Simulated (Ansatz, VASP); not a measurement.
SrB: VASP beside Ansatz

```
Sr B
1.0
     0.00000    3.03148    3.03148
     3.03148    0.00000    3.03148
     3.03148    3.03148    0.00000
Sr B
1 1
Cartesian
  3.0315 3.0315 3.0315
  0.0000 0.0000 0.0000
```

Alike in both runs: task single point; functional r2SCAN; k mesh 10 × 10 × 10; occupations gaussian, width 0.05 eV; no spin polarisation.

```csv
,VASP,Ansatz
version,VASP 6.6.1,Ansatz 0.2.0
potentials or method,"VASP PAW PBE potentials, release 64 (Sr_sv, B), cutoff 520 eV","scalar-relativistic, plane waves, PAW"
valence electrons in the cell,13,13
```

```csv
,VASP,Ansatz,Ansatz less VASP
gap on the k mesh at the Fermi level (eV),none,none,-
pressure (GPa),-1.3,-1.4,-0.04
```

VASP's potentials were made for PBE, not for r2SCAN. A gap of «none» marks a metal or a gap that the smearing closes. With one functional, cell and mesh, what is left measures potentials, basis and numerics.
